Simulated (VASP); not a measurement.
CoSi2, 3 atoms in the cell. It takes space group Fm-3m (No. 225, cubic). The conventional cell has a = 5.315 Å, b = 5.315 Å, c = 5.315 Å, α = 90.00°, β = 90.00°, γ = 90.00°. Co (site symmetry m-3m) has 8 Si at 2.30 Å within 3.0 Å. Si (site symmetry -43m) has 4 Co at 2.30 Å and 6 Si at 2.66 Å within 3.0 Å. 

```yaml
Program: VASP 6.6.1
Task: single point
Functional: r2SCAN
Potentials_or_basis: VASP PAW PBE potentials, release 64 (Co, Si)
Cutoff: 520 eV
k_mesh: 14 × 14 × 14
Occupations: gaussian, width 0.1 eV
Spin: no spin polarisation
Dipole_correction: no
Further_INCAR_settings: ALGO = Normal; EDIFF = 1e-06; NBANDS = 16
```

Potentials or basis: VASP PAW PBE potentials, release 64 (Co, Si).

Command:

```sh
$ cat potpaw_PBE.64/Co/POTCAR potpaw_PBE.64/Si/POTCAR > POTCAR
$ cp INCAR.step1 INCAR
$ mpirun -np 1 vasp_std > vasp.out
$ cp INCAR.step2 INCAR
$ mpirun -np 1 vasp_std > vasp.out
```

Hardware: 1 thread of Intel(R) Xeon(R) 6975P-C (Granite Rapids), with other jobs on the host.

Question: How long does it take, and how much memory?

Answer: It took 3 min on 1 thread of Intel(R) Xeon(R) 6975P-C (Granite Rapids), with other jobs on the host, peak memory 0.19 GiB. Counts: k points 104.
